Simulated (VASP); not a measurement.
Ba: relaxation of cell and atoms with PBE

Crystal: Ba.

```
Ba
1.0
     5.57923    0.00000    0.00000
    -2.78961    4.83175    0.00000
     0.00000    0.00000    3.45912
Ba
3
Direct
  0.00000 0.00000 0.00000
  0.33333 0.66667 0.50000
  0.66667 0.33333 0.50000
```

This isn't the form of Ba at room conditions, which is bcc.

```json
{
  "Program": "VASP 6.6.1",
  "Task": "relaxation of cell and atoms",
  "Functional": "PBE",
  "Potentials or basis": "VASP PAW PBE potentials, release 64 (Ba_sv)",
  "Cutoff": "600 eV",
  "k mesh": "7 × 7 × 9",
  "Occupations": "fermi-dirac, width 0.05 eV",
  "Spin": "no spin polarisation",
  "Target pressure": "14 GPa",
  "Dipole correction": "no",
  "Further INCAR settings": "ALGO = Normal; EDIFF = 1e-06; IBRION = 2; EDIFFG = -0.005; NSW = 60; ISIF = 3"
}
```

```json
{
  "Relaxed volume": "32.21 Å³/atom",
  "Relaxed cell": "a = 5.660 Å, b = 5.660 Å, c = 3.482 Å, α = 90.00°, β = 90.00°, γ = 120.00°",
  "Space group after relaxing (to 0.1 Å)": "P6/mmm (No. 191)",
  "Energy change on relaxing (the run minimises the enthalpy)": "-104.3 meV/atom",
  "Ionic steps": "6",
  "Pressure after relaxing": "14.0 GPa",
  "Band gap on the k mesh": "zero (bands 15 and 16 overlap by 1.79 eV)"
}
```

Step by step:
```
step  energy change (eV)  largest force (eV/Å)  pressure (GPa)  volume (Å³)
   1              0.0000                0.0000           15.70        93.25
   2             -0.4118                0.0000           13.43        97.78
   3             -0.3098                0.0000           13.98        96.59
   4             -0.3157                0.0000           13.97        96.66
   5             -0.3138                0.0000           13.97        96.64
   6             -0.3128                0.0000           13.98        96.62
```

Final structure:
```
Ba
1.0
     5.66042    0.00000    0.00000
    -2.83021    4.90207    0.00000
     0.00000    0.00000    3.48219
Ba
3
Direct
  0.00000 0.00000 0.00000
  0.33333 0.66667 0.50000
  0.66667 0.33333 0.50000
```

Levels at points of the mesh, in eV from the Fermi level:
```
           k point  band 13  band 14  band 15  band 16  band 17  band 18
(0.00, 0.00, 0.00)    -2.19    -1.34     1.36     1.81     1.81     2.11
```

It took 6.9 min on 1 thread of Oxide Virtual Turin-like Processor, with other jobs on the host, peak memory 0.25 GiB.

Caveat: the cell is relaxed towards a set pressure, so the run minimises the enthalpy, not the energy; spin-orbit coupling is left out, which moves the levels of the heavy elements.
